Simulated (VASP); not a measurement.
Input of a VASP 6.6.1 run:

INCAR

```
PREC = Accurate ; ENCUT = 520
EDIFF = 1E-6 ; ISMEAR = 0
SIGMA = 0.02 ; LREAL = False
LASPH = True ; NELM = 100
ALGO = Normal ; ISIF = 2
LWAVE = False ; LCHARG = False
GGA = PS ; NBANDS = 41
```

The input KPOINTS:

```
regular mesh
0
Gamma
  6 8 6
```

The input POSCAR:

```
AlGa3N4
1.0
    5.1659926841      0.0000000000      0.0001167797
    0.0000000000      3.1989713230      0.0000000000
   -0.0033478985      0.0000000000      5.3141393975
Al Ga N
1 3 4
Direct
   -0.0002335539      0.5000000000      0.6684431170
    0.4978062206      0.5000000000      0.3337372183
    0.4977462641      0.0000000000      0.8300181919
    0.9982929167      0.0000000000      0.1675258373
    0.1210008426      0.5000000000      0.3358473855
    0.1187625195      0.0000000000      0.8219230016
    0.6214656581      0.0000000000      0.1706917820
    0.6327591422      0.5000000000      0.6718144663
```

Potentials or basis: VASP PAW PBE potentials, release 64 (Al, Ga_d, N).

Command:

```bash
$ cat potpaw_PBE.64/Al/POTCAR potpaw_PBE.64/Ga_d/POTCAR potpaw_PBE.64/N/POTCAR > POTCAR
$ mpirun -np 1 vasp_std > vasp.out
```

(1) What does it give for the pressure?

(2) Estimate the band gap on the k mesh.

(3) Predict the largest force.

Answers

(1) 2.7 GPa.

(2) 2.31 eV, direct.

(3) 0.013 eV/Å.

Caveat: the cell differs from its parent crystal (uniaxial strain along c: -3.0 %, then relaxed in part); the PAW data sets were made with another functional, which shifts forces and pressure a little.
